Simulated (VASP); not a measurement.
Wanted: the native input for a VASP 6.6.1 run.

```yaml
Task: single point
Functional: PBEsol
Potentials_or_basis: VASP PAW PBE potentials, release 64 (C_h)
Cutoff: 910 eV
k_mesh: 13 × 13 × 13
Occupations: fermi-dirac, width 0.05 eV
Spin: no spin polarisation
Dipole_correction: no
Second_run: hard_potentials
Further_INCAR_settings: ALGO = Normal; EDIFF = 1e-06; NBANDS = 11
```

The structure of C lies in POSCAR:

```
C
1.0
    0.0000000000      1.7833700000      1.7833700000
    1.7833700000      0.0000000000      1.7833700000
    1.7833700000      1.7833700000      0.0000000000
C
2
Direct
    0.7500000000      0.7500000000      0.7500000000
    0.5000000000      0.5000000000      0.5000000000
```

These files were run (other wordings do the same):

INCAR

```
SYSTEM = C
PREC = Accurate
ENCUT = 910
EDIFF = 1E-6
ISMEAR = -1
SIGMA = 0.05
LREAL = .FALSE.
LASPH = .TRUE.
NELM = 120
ALGO = Normal
ISIF = 2
LWAVE = .FALSE.
LCHARG = .FALSE.
GGA = PS
NBANDS = 11
GGA_COMPAT = .FALSE.
```

KPOINTS

```
regular mesh
0
G
  13 13 13
  0 0 0
```

Potentials or basis: VASP PAW PBE potentials, release 64 (C_h).

The run is started by

```sh
$ cat potpaw_PBE.64/C_h/POTCAR > POTCAR
$ mpirun -np 1 vasp_std > vasp.out
```

It gave:

```
Pressure               : -4.8 GPa
Band gap on the k mesh : 4.02 eV, indirect (least direct gap 5.54 eV)
```

Caveat: the cutoff is under 1.25 times the usual one of these potentials, so pressure, stress and relaxed cells hold a basis-set (Pulay) error; the PAW data sets were made with another functional, which shifts forces and pressure a little.

It took 15 s on 1 thread of AMD EPYC 7R13 Processor (Zen 3) (shared host), peak memory 0.12 GiB.
